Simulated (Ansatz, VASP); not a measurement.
**Two plane-wave programs on SiC**

```xyz
2
Lattice="0.0000 2.1790 2.1790 2.1790 0.0000 2.1790 2.1790 2.1790 0.0000" Properties=species:S:1:pos:R:3 pbc="T T T"
Si    0.0000    0.0000    0.0000
C     1.0895    1.0895    1.0895
```

Alike in both runs: task single point; functional PBE; k mesh 18 × 18 × 18; occupations gaussian, width 0.02 eV; no spin polarisation.

|  | VASP | Ansatz |
| --- | --- | --- |
| version | VASP 6.6.1 | Ansatz 0.2.0 |
| potentials or method | VASP PAW PBE potentials, release 64 (Si, C), cutoff 600 eV | scalar-relativistic, plane waves, PAW |
| valence electrons in the cell | 8 | 8 |

```tsv
	VASP	Ansatz	Ansatz less VASP
gap on the k mesh at the Fermi level (eV)	1.36	1.36	+0.002
least direct gap on the mesh (eV)	4.54	4.55	+0.004
pressure (GPa)	3.1	3.3	+0.19
```
